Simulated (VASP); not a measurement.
Runs of VASP 6.6.1 on Sc. The structure is that of space group I4/mcm (No. 140), or close to it. The cells are those of the table. 

```csv
cell,gap on the mesh (eV),pressure (GPa),largest force (eV/Å)
"a = 5.205 Å, angles 106.1, 106.1, 116.4°, 4 atoms",none,(c),0.04
"a = 5.255 Å, angles 106.1, 106.1, 116.4°, 4 atoms",none,-4.5,0.07
"a = 5.155 Å, angles 106.1, 106.1, 116.4°, 4 atoms",none,(a),0.01
"a = 5.103 Å, angles 106.1, 106.1, 116.4°, 4 atoms",none,(b),0.03
"a = 5.051 Å, angles 106.1, 106.1, 116.4°, 4 atoms",none,0.5,0.07
```

Alike in all rows: task single point; level PBEsol; potentials or basis VASP PAW PBE potentials, release 64 (Sc_sv); no spin polarisation; k mesh 6 × 6 × 6; cutoff (eV) 520; smearing gaussian 0.1 eV.

Q: Fill in the values left out.

A: (a) -2.4; (b) -1.1; (c) -3.5.

Caveats: the PAW data sets were made with another functional, which shifts forces and pressure a little.

A gap of «none» marks levels without a gap at the run's occupations.
